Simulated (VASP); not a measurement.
Input of a VASP 6.6.1 run:

File INCAR:

```
SYSTEM = Si2S3
ALGO     = Normal         ! electronic algorithm
EDIFF    = 1E-6           ! SCF threshold, eV
EDIFFG   = -0.01          ! ionic threshold
ENCUT    = 600            ! plane-wave cutoff, eV
GGA      = PE             ! functional
IBRION   = 2              ! ionic algorithm
ISIF     = 3              ! what is computed and relaxed
ISMEAR   = 0              ! smearing method
LASPH    = .True.         ! aspherical terms in the spheres
LCHARG   = .False.        ! write CHGCAR
LREAL    = .False.        ! projectors in reciprocal space
LWAVE    = .False.        ! write WAVECAR
NELM     = 100            ! most SCF steps
NSW      = 100            ! ionic steps
PREC     = Accurate       ! precision mode
SIGMA    = 0.1            ! smearing width, eV
```

The input KPOINTS:

```
k-points
0
Gamma
  12 12 4
  0 0 0
```

POSCAR

```
Si2S3
1.0
    3.4663398572      0.0000000000      0.0000000000
   -1.7331699286      3.0019383745      0.0000000000
    0.0000000000      0.0000000000      9.0662350155
Si S
2 3
Direct
    0.3333333333      0.6666666667      0.1628905346
    0.6666666667      0.3333333333      0.8371094654
    0.0000000000      0.0000000000      0.0000000000
    0.3333333333      0.6666666667      0.7028434203
    0.6666666667      0.3333333333      0.2971565797
```

Potentials or basis: VASP PAW PBE potentials, release 64 (Si, S).

Run with:

```console
$ cat potpaw_PBE.64/Si/POTCAR potpaw_PBE.64/S/POTCAR > POTCAR
$ mpirun -np 1 vasp_std > vasp.out
```

Q: Estimate the band gap on the k mesh.

A: Zero (bands 13 and 14 overlap by 1.07 eV).

Q: Predict the space group after relaxing (to 0.1 Å).

A: P-3m1 (No. 164).

Q: Predict the relaxed volume.

A: 18.87 Å³/atom.

Q: Predict the relaxed cell.

A: a = 3.432 Å, b = 3.432 Å, c = 9.250 Å, α = 90.00°, β = 90.00°, γ = 120.00°.

Forces on the atoms (eV/Å):
```
Si   0.000  0.000  0.001
Si   0.000  0.000 -0.001
S    0.000  0.000  0.000
S    0.000  0.000  0.009
S    0.000  0.000 -0.009
```

Caveat: this functional lacks dispersion, which binds the layers, so the pressure and a relaxed spacing across them are unreliable.
